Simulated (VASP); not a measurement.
A run of VASP 6.6.1 is set up as follows.

INCAR

```
SYSTEM = NaF
ALGO = Normal
EDIFF = 1E-6
ENCUT = 520
GGA = PE
ISIF = 2
ISMEAR = -1
LASPH = .True.
LCHARG = .False.
LREAL = .False.
LWAVE = .False.
NBANDS = 14
NELM = 80
PREC = Accurate
SIGMA = 0.03
```

The input KPOINTS:

```
k-points
0
Gamma
  11 11 11
  0 0 0
```

POSCAR

```
NaF
1.0
    0.0000000000      2.2858943317      2.2858943317
    2.2858943317      0.0000000000      2.2858943317
    2.2858943317      2.2858943317      0.0000000000
Na F
1 1
Direct
    0.0000000000      0.0000000000      0.0000000000
    0.5000000000      0.5000000000      0.5000000000
```

Potentials or basis: VASP PAW PBE potentials, release 64 (Na_pv, F).

Launch:

```console
$ cat potpaw_PBE.64/Na_pv/POTCAR potpaw_PBE.64/F/POTCAR > POTCAR
$ mpirun -np 1 vasp_std > vasp.out
```

**Question.** Predict the pressure.

**Answer.** 4.4 GPa.

**Question.** Estimate the band gap on the k mesh.

**Answer.** 6.52 eV, direct.

A k mesh can miss the band edges.
